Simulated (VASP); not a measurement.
# InP (an interface model) in VASP: single point with PBE

Aim: the single point of InP (an interface model) with PBE.

All numbers are computed with VASP 6.6.1; they aren't measurements. Logs are shortened: lines on timing, memory, paths and dates and some standing lists are left out, and cuts for length are marked.

## 1. The cell of the first run

The cell holds layers of an interface, 12 atoms: a = 3.918 Å, b = 3.918 Å, c = 19.687 Å, α = 90.00°, β = 90.00°, γ = 120.00°.

## 2. Single point, PBE

File INCAR:

```
PREC = Accurate
ENCUT = 520
EDIFF = 1E-7
ISMEAR = 0
SIGMA = 0.1
LREAL = F
LASPH = T
NELM = 80
ALGO = Normal
ISIF = 2
LWAVE = F
LCHARG = T
GGA = PE
LELF = T
LVHAR = T
NBANDS = 66
```

File KPOINTS:

```
Automatic mesh
0
Gamma
  12 12 2
```

File POSCAR:

```
InP
1.0
    3.9175984313      0.0000000000      0.0000000000
   -1.9587992156      3.3927397633      0.0000000000
    0.0000000000      0.0000000000     19.6869520739
In P
6 6
Direct
    0.0000000000      0.0000000000      0.0177464380
    0.3333333333      0.6666666667      0.1760062862
    0.6666666667      0.3333333333      0.3332530904
    0.0000000000      0.0000000000      0.7406603805
    0.6666666667      0.3333333333      0.5834135763
    0.3333333333      0.6666666667      0.8989202287
    0.0000000000      0.0000000000      0.2572846229
    0.6666666667      0.3333333333      0.0927738211
    0.3333333333      0.6666666667      0.4323757895
    0.0000000000      0.0000000000      0.4842908771
    0.3333333333      0.6666666667      0.6593820437
    0.6666666667      0.3333333333      0.8238928456
```

Potentials or basis: VASP PAW PBE potentials, release 64 (In_d, P).

Command:

```sh
$ cat potpaw_PBE.64/In_d/POTCAR potpaw_PBE.64/P/POTCAR > POTCAR
$ mpirun -np 1 vasp_std > vasp.out
```

OUTCAR:

```text
PREC = Accurate
   ENCUT = 520
   EDIFF = 1E-7
   ISMEAR = 0
   LREAL = F
   LASPH = T
   NELM = 80
   ISIF = 2
   GGA = PE

 ion  position               nearest neighbor table
   1  0.000  0.000  0.018-   8 2.70   8 2.70   8 2.70   6 3.25   6 3.25   6 3.25   2 3.85   2 3.85
                             2 3.85
   2  0.333  0.667  0.176-   7 2.77   7 2.77   7 2.77   8 2.79   8 2.79   8 2.79   3 3.83   3 3.83
                             3 3.83   1 3.85   1 3.85   1 3.85
   3  0.667  0.333  0.333-   7 2.71   7 2.71   7 2.71   9 2.99   9 2.99   9 2.99   2 3.83   2 3.83
                             2 3.83
   4  0.000  0.000  0.741-  11 2.77  11 2.77  11 2.77  12 2.79  12 2.79  12 2.79   5 3.83   5 3.83
                             5 3.83   6 3.85   6 3.85   6 3.85
   5  0.667  0.333  0.583-  11 2.71  11 2.71  11 2.71  10 2.99  10 2.99  10 2.99   4 3.83   4 3.83
                             4 3.83
   6  0.333  0.667  0.899-  12 2.70  12 2.70  12 2.70   1 3.25   1 3.25   1 3.25   4 3.85   4 3.85
                             4 3.85
   7  0.000  0.000  0.257-   3 2.71   3 2.71   3 2.71   2 2.77   2 2.77   2 2.77
   8  0.667  0.333  0.093-   1 2.70   1 2.70   1 2.70   2 2.79   2 2.79   2 2.79
   9  0.333  0.667  0.432-  10 2.48  10 2.48  10 2.48   3 2.99   3 2.99   3 2.99
  10  0.000  0.000  0.484-   9 2.48   9 2.48   9 2.48   5 2.99   5 2.99   5 2.99
  11  0.333  0.667  0.659-   5 2.71   5 2.71   5 2.71   4 2.77   4 2.77   4 2.77
  12  0.667  0.333  0.824-   6 2.70   6 2.70   6 2.70   4 2.79   4 2.79   4 2.79

  LATTYP: Found a hexagonal cell.
 ALAT       =     3.9175984313
 C/A-ratio  =     5.0252603525

  Lattice vectors:

 A1 = (   3.9175984313,   0.0000000000,   0.0000000000)
 A2 = (  -1.9587992156,   3.3927397633,   0.0000000000)
 A3 = (   0.0000000000,   0.0000000000,  19.6869520739)

Analysis of symmetry for initial positions (statically):
=====================================================================
 Subroutine PRICEL returns:
 Original cell was already a primitive cell.

 Routine SETGRP: Setting up the symmetry group for a
 hexagonal supercell.

 Subroutine GETGRP returns: Found 12 space group operations
 (whereof  6 operations were pure point group operations)
 out of a pool of 24 trial point group operations.

The static configuration has the point symmetry C_3v.
 The point group associated with its full space group is D_3d.

Analysis of symmetry for dynamics (positions and initial velocities):
=====================================================================
 Subroutine PRICEL returns:
 Original cell was already a primitive cell.

 Routine SETGRP: Setting up the symmetry group for a
[... 143 lines left out ...]
   EFERMI_NEDOS =   21; number of points for ismear=-14 and -15
   IALGO  =     38    algorithm
   IMIX   =      4    mixing-type and parameters
     AMIX     =   0.40;   BMIX     =  1.00
     AMIX_MAG =   1.60;   BMIX_MAG =  1.00
  volume/ion in A,a.u.               =      21.81       147.15
  Fermi-wavevector in a.u.,A,eV,Ry     =   1.218895  2.303378 20.214257  1.485706
  Thomas-Fermi vector in A             =   2.354166
   LORBIT       =      0    0 simple, 1 ext, 2 COOP (PROOUT), +10 PAW based schemes
   GGA     = PE    functional components
   LHFCALC =     F    Hartree Fock is set to
   AEXX    =    0.0000 exact exchange contribution
   IVDW    =     0    specifies the selected vdW correction
   LEPSILON=     F    determine dielectric tensor
   LRPA    =     F    only Hartree local field effects (RPA)
 non-spin polarized calculation
 Gauss-broadening in eV      SIGMA  =   0.10
  energy-cutoff  :      520.00
  volume of cell :      261.67
 maximum number of plane-waves:      7135
 NGX is ok and might be reduce to    30
   NGX = 15   NGY = 15   NGZ = 73

 number of electron     108.0000026 magnetization

 Free energy of the ion-electron system (eV)
  ---------------------------------------------------
  ext. energy  EPLUGINS =         0.00000000
  ---------------------------------------------------
  free energy    TOTEN  =       -47.49280013 eV

  energy without entropy =      -47.47423456  energy(sigma->0) =      -47.48351734

 E-fermi :   7.0814     XC(G=0): -10.2584

 val. band max:        7.0771304423   @ k =   0.3333   0.1667   0.0000
 cond. band min:       7.0851281366   @ k =   0.4167   0.1667   0.5000
 fundamental gap:      0.0079976943
 Fermi energy:         7.0813921778

 k-point     1 :       0.0000    0.0000    0.0000
  band No.  band energies     occupation
      1      -7.4399      2.00000
      2      -7.4399      2.00000
      3      -7.4016      2.00000
      4      -7.4016      2.00000
      5      -7.3919      2.00000
      6      -7.3919      2.00000
[... 1645 lines left out ...]
     65      11.3200      0.00000
     66      11.3635      0.00000

 [... further k-points ...]

------------------------ aborting loop because EDIFF is reached ----------------------------------------

  FORCE on cell =-STRESS in cart. coord.  units (eV):
  Direction    XX          YY          ZZ          XY          YZ          ZX
  --------------------------------------------------------------------------------------
  -------------------------------------------------------------------------------------
  Total       -0.5388720     -0.5388720     -0.0418504     -0.0000000      0.0000000      0.0000000
  in kB       -3.2994934     -3.2994934     -0.2562483     -0.0000000      0.0000000      0.0000000
  external PRESSURE =      -2.2850784 kB  Pullay stress =       0.0000000 kB

 VOLUME and BASIS-vectors are now :
 -----------------------------------------------------------------------------
  energy-cutoff  :      520.00
  volume of cell :      261.67
      direct lattice vectors                 reciprocal lattice vectors
     3.917598431  0.000000000  0.000000000     0.255258424  0.147373520  0.000000000
    -1.958799216  3.392739763  0.000000000     0.000000000  0.294747039  0.000000000
     0.000000000  0.000000000 19.686952074     0.000000000  0.000000000  0.050795064

 POSITION                                       TOTAL-FORCE (eV/Angst)
 -----------------------------------------------------------------------------------
      0.00000      0.00000      0.34937        -0.000000      0.000000     -0.000125
     -0.00000      2.26183      3.46503         0.000000      0.000000      0.001393
      1.95880      1.13091      6.56074        -0.000000      0.000000      0.000535
      0.00000      0.00000     14.58135        -0.000000     -0.000000     -0.001393
      1.95880      1.13091     11.48564        -0.000000     -0.000000     -0.000535
     -0.00000      2.26183     17.69700         0.000000     -0.000000      0.000125
      0.00000      0.00000      5.06515         0.000000     -0.000000     -0.001544
      1.95880      1.13091      1.82643        -0.000000      0.000000     -0.000829
     -0.00000      2.26183      8.51216        -0.000000      0.000000      0.011616
      0.00000      0.00000      9.53421         0.000000      0.000000     -0.011616
     -0.00000      2.26183     12.98122         0.000000      0.000000      0.001544
      1.95880      1.13091     16.21994         0.000000      0.000000      0.000829
 -----------------------------------------------------------------------------------
    total drift:                                0.000000     -0.000000      0.000000

  FREE ENERGIE OF THE ION-ELECTRON SYSTEM (eV)
  ---------------------------------------------------
  free  energy   TOTEN  =       -47.4928001285 eV

  energy  without entropy=      -47.4742345588  energy(sigma->0) =      -47.48351734
```

OSZICAR:

```text
N       E                     dE             d eps       ncg     rms          rms(c)
DAV:   1     0.115001389788E+04    0.11500E+04   -0.46838E+04  5016   0.198E+03
DAV:   2     0.136449782088E+03   -0.10136E+04   -0.98832E+03  5016   0.530E+02
[... 15 lines left out ...]
DAV:  18    -0.474928012413E+02   -0.11481E-06   -0.11499E-06  5904   0.135E-02    0.198E-02
DAV:  19    -0.474927998500E+02    0.13913E-05   -0.19134E-06  6832   0.244E-02    0.117E-02
DAV:  20    -0.474927998819E+02   -0.31852E-07   -0.10721E-06  6704   0.138E-02    0.333E-03
DAV:  21    -0.474928000988E+02   -0.21690E-06   -0.11596E-07  2970   0.724E-03    0.182E-03
DAV:  22    -0.474928002139E+02   -0.11511E-06   -0.15151E-07  2794   0.307E-03    0.800E-04
DAV:  23    -0.474928001285E+02    0.85418E-07   -0.53951E-08  2772   0.363E-03
   1 F= -.47492800E+02 E0= -.47483517E+02  d E =-.185656E-01
```

stdout:

```text
POSCAR found type information on POSCAR InP
 POSCAR found :  2 types and      12 ions
 scaLAPACK will be used
 LDA part: xc-table for (Slater+PW92), standard interpolation
 POSCAR, INCAR and KPOINTS ok, starting setup
 FFT: planning ... GRIDC
 FFT: planning ... GRID_SOFT
 FFT: planning ... GRID
 WAVECAR not read
 entering main loop
```

It took 13 min on 1 thread of Intel Xeon 6975P-C (Granite Rapids), shared host; peak memory 0.65 GiB.

What came out:

```yaml
Free_energy: -47.4928 eV
Pressure: -0.2 GPa
Largest_force: 0.012 eV/Å
Band_gap_on_the_k_mesh: zero (bands 54 and 55 overlap by 1.30 eV)
```

Forces in eV/Å, atoms in the order of the input:
```
In   0.000  0.000  0.000
In   0.000  0.000  0.001
In   0.000  0.000  0.001
In   0.000  0.000 -0.001
In   0.000  0.000 -0.001
In   0.000  0.000  0.000
P    0.000  0.000 -0.002
P    0.000  0.000 -0.001
P    0.000  0.000  0.012
P    0.000  0.000 -0.012
P    0.000  0.000  0.002
P    0.000  0.000  0.001
```

Caveat: spin-orbit coupling is left out, which moves the levels of the heavy elements.
